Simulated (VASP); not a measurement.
# Zn in VASP: single point with PBE

Aim: the single point of Zn with PBE.

Everything below comes from runs of VASP 6.6.1. Logs are shortened: lines on timing, memory, paths and dates and some standing lists are left out, and cuts for length are marked.

## (1) The cell of the first run

The cell holds a slab with vacuum, 4 atoms: a = 2.636 Å, b = 5.093 Å, c = 19.044 Å, α = 90.00°, β = 90.00°, γ = 90.00°.

## (2) Single point, PBE

INCAR

```
SYSTEM = Zn
PREC = Accurate
ENCUT = 400
EDIFF = 1E-6
ISMEAR = -1
SIGMA = 0.1
LREAL = .FALSE.
LASPH = .TRUE.
NELM = 120
ALGO = Normal
ISIF = 2
LWAVE = .FALSE.
LCHARG = .FALSE.
GGA = PE
NBANDS = 32
GGA_COMPAT = .FALSE.
NELMDL = -8
```

KPOINTS

```
Automatic mesh
0
G
  14 7 1
  0 0 0
```

POSCAR

```
Zn
1.0
    2.6358128869      0.0000000000      0.0000000000
    0.0000000000      5.0929170809      0.0000000000
    0.0000000000      0.0000000000     19.0436000000
Zn
4
Direct
    0.0000000000      0.7500000000      0.4350206104
    0.5000000000      0.2500000000      0.4350673827
    0.5000000000      0.7500000000      0.5649326192
    0.0000000000      0.2500000000      0.5649793878
```

Potentials or basis: VASP PAW PBE potentials, release 64 (Zn).

The run is started by

```bash
cat potpaw_PBE.64/Zn/POTCAR > POTCAR
mpirun -np 1 vasp_std > vasp.out
```

OUTCAR:

```text
SYSTEM = Zn
   PREC = Accurate
   ENCUT = 400
   EDIFF = 1E-6
   ISMEAR = -1
   LREAL = .FALSE.
   LASPH = .TRUE.
   NELM = 120
   ISIF = 2
   GGA = PE
   NELMDL = -8

 ion  position               nearest neighbor table
   1  0.000  0.750  0.435-   3 2.80   3 2.80   2 2.87   2 2.87   2 2.87   2 2.87
   2  0.500  0.250  0.435-   4 2.80   4 2.80   1 2.87   1 2.87   1 2.87   1 2.87
   3  0.500  0.750  0.565-   1 2.80   1 2.80   4 2.87   4 2.87   4 2.87   4 2.87
   4  0.000  0.250  0.565-   2 2.80   2 2.80   3 2.87   3 2.87   3 2.87   3 2.87

  LATTYP: Found a simple orthorhombic cell.
 ALAT       =     2.6358128869
 B/A-ratio  =     1.9321997803
 C/A-ratio  =     7.2249438094

  Lattice vectors:

 A1 = (   2.6358128869,   0.0000000000,   0.0000000000)
 A2 = (   0.0000000000,   5.0929170809,   0.0000000000)
 A3 = (   0.0000000000,   0.0000000000,  19.0436000000)

Analysis of symmetry for initial positions (statically):
=====================================================================
 Subroutine PRICEL returns:
 Original cell was already a primitive cell.

 Routine SETGRP: Setting up the symmetry group for a
 simple orthorhombic supercell.

 Subroutine GETGRP returns: Found  8 space group operations
 (whereof  4 operations were pure point group operations)
 out of a pool of  8 trial point group operations.

The static configuration has the point symmetry C_2h.
 The point group associated with its full space group is D_2h.

Analysis of symmetry for dynamics (positions and initial velocities):
=====================================================================
 Subroutine PRICEL returns:
 Original cell was already a primitive cell.

 Routine SETGRP: Setting up the symmetry group for a
 simple orthorhombic supercell.

 Subroutine GETGRP returns: Found  8 space group operations
 (whereof  4 operations were pure point group operations)
 out of a pool of  8 trial point group operations.

The dynamic configuration has the point symmetry C_2h.
 The point group associated with its full space group is D_2h.

 Subroutine INISYM returns: Found  8 space group operations
 (whereof  4 operations are pure point group operations),
 and found     1 'primitive' translations

----------------------------------------------------------------------------------------

[... 87 lines left out ...]
   PREC   = accura    normal or accurate (medium, high low for compatibility)
   ISTART =      0    job   : 0-new  1-cont  2-samecut
   ICHARG =      2    charge: 1-file 2-atom 10-const
   ISPIN  =      1    spin polarized calculation?
   LNONCOLLINEAR =      F non collinear calculations
   LSORBIT =      F    spin-orbit coupling
   LASPH  =      T    aspherical Exc in radial PAW
   ENCUT  =  400.0 eV  29.40 Ry    5.42 a.u.   4.30  8.31 31.06*2*pi/ulx,y,z
   NELM   =    120;   NELMIN=  2; NELMDL= -8     # of ELM steps
   EDIFF  = 0.1E-05   stopping-criterion for ELM
   LREAL  =      F    real-space projection
   EDIFFG = 0.1E-04   stopping-criterion for IOM
   NSW    =      0    number of steps for IOM
   IBRION =     -1    ionic relax: 0-MD 1-quasi-New 2-CG
   NFREE  =      0    steps in history (QN), initial steepest desc. (CG)
   ISIF   =      2    stress and relaxation
   ISYM   =      2    0-nonsym 1-usesym 2-fastsym
   POTIM  = 0.5000    time-step for ionic-motion
   TEBEG  =    0.0;   TEEND  =   0.0 temperature during run
   PSTRESS=    0.0 pullay stress
   NELECT =      48.0000    total number of electrons
   NUPDOWN=      -1.0000    fix difference up-down
   EMIN   =  10.00;   EMAX   =-10.00  energy-range for DOS
   EFERMI =   0.00;   METHOD = LEGACY
   ISMEAR =    -1;   SIGMA  =   0.10  broadening in eV -4-tet -1-fermi 0-gaus
   EFERMI_NEDOS =   21; number of points for ismear=-14 and -15
   IALGO  =     38    algorithm
   IMIX   =      4    mixing-type and parameters
     AMIX     =   0.40;   BMIX     =  1.00
     AMIX_MAG =   1.60;   BMIX_MAG =  1.00
  volume/ion in A,a.u.               =      63.91       431.29
  Fermi-wavevector in a.u.,A,eV,Ry     =   0.937444  1.771512 11.956808  0.878801
  Thomas-Fermi vector in A             =   2.064555
   LORBIT       =      0    0 simple, 1 ext, 2 COOP (PROOUT), +10 PAW based schemes
   GGA     = PE    functional components
   LHFCALC =     F    Hartree Fock is set to
   AEXX    =    0.0000 exact exchange contribution
   IVDW    =     0    specifies the selected vdW correction
   LEPSILON=     F    determine dielectric tensor
   LRPA    =     F    only Hartree local field effects (RPA)
 non-spin polarized calculation
  energy-cutoff  :      400.00
  volume of cell :      255.64
 maximum number of plane-waves:      4679
 NGX is ok and might be reduce to    18
   NGX =  9   NGY = 17   NGZ = 63

 number of electron      48.0000019 magnetization

 Free energy of the ion-electron system (eV)
  ---------------------------------------------------
  ext. energy  EPLUGINS =         0.00000000
  ---------------------------------------------------
  free energy    TOTEN  =        -3.45448967 eV

  energy without entropy =       -3.39709992  energy(sigma->0) =       -3.42579480

 E-fermi :  -2.4905     XC(G=0):  -3.7874

 val. band max:       -2.5399895428   @ k =   0.2143   0.1429   0.0000
 cond. band min:      -2.4538290184   @ k =   0.5000   0.0000   0.0000
 fundamental gap:      0.0861605245
 Fermi energy:        -2.4904816019

 k-point     1 :       0.0000    0.0000    0.0000
  band No.  band energies     occupation
      1     -11.0849      2.00000
      2     -10.3889      2.00000
      3     -10.2922      2.00000
      4     -10.2606      2.00000
      5     -10.0207      2.00000
      6      -9.8869      2.00000
[... 829 lines left out ...]
     31       4.7380      0.00000
     32       4.7394      0.00000

 [... further k-points ...]
[... 5 lines left out ...]
  --------------------------------------------------------------------------------------
  -------------------------------------------------------------------------------------
  Total       -2.9746957     -4.9796121     -0.2036625      0.0000000     -0.0000000      0.0000000
  in kB      -18.6433045    -31.2087131     -1.2764137      0.0000000     -0.0000000      0.0000000
  external PRESSURE =     -17.0428104 kB  Pullay stress =       0.0000000 kB

 VOLUME and BASIS-vectors are now :
 -----------------------------------------------------------------------------
  energy-cutoff  :      400.00
  volume of cell :      255.64
      direct lattice vectors                 reciprocal lattice vectors
     2.635812887  0.000000000  0.000000000     0.379389601  0.000000000  0.000000000
     0.000000000  5.092917081  0.000000000     0.000000000  0.196351125  0.000000000
     0.000000000  0.000000000 19.043600000     0.000000000  0.000000000  0.052511080

 POSITION                                       TOTAL-FORCE (eV/Angst)
 -----------------------------------------------------------------------------------
      0.00000      3.81969      8.28436        -0.000000     -0.000000     -0.007395
      1.31791      1.27323      8.28525        -0.000000     -0.000000     -0.008023
      1.31791      3.81969     10.75835        -0.000000     -0.000000      0.008023
      0.00000      1.27323     10.75924         0.000000      0.000000      0.007395
 -----------------------------------------------------------------------------------
    total drift:                                0.000000      0.000000     -0.000001

  FREE ENERGIE OF THE ION-ELECTRON SYSTEM (eV)
  ---------------------------------------------------
  free  energy   TOTEN  =        -3.4544896749 eV

  energy  without entropy=       -3.3970999185  energy(sigma->0) =       -3.42579480
```

stdout:

```text
POSCAR found type information on POSCAR Zn
 POSCAR found :  1 types and       4 ions
 scaLAPACK will be used
 LDA part: xc-table for (Slater+PW92), standard interpolation
 POSCAR, INCAR and KPOINTS ok, starting setup
 FFT: planning ... GRIDC
 FFT: planning ... GRID_SOFT
 FFT: planning ... GRID
 WAVECAR not read
 entering main loop
```

Run time: 5.7 min. Hardware: 1 thread of Intel Xeon 8259CL, shared host; peak memory 0.34 GiB.

What came out:

```
Free energy            : -3.4545 eV
Largest force          : 0.008 eV/Å
Band gap on the k mesh : zero (bands 24 and 25 overlap by 2.40 eV)
```

Forces on the atoms (eV/Å):
```
Zn   0.000  0.000 -0.007
Zn   0.000  0.000 -0.008
Zn   0.000  0.000  0.008
Zn   0.000  0.000  0.007
```
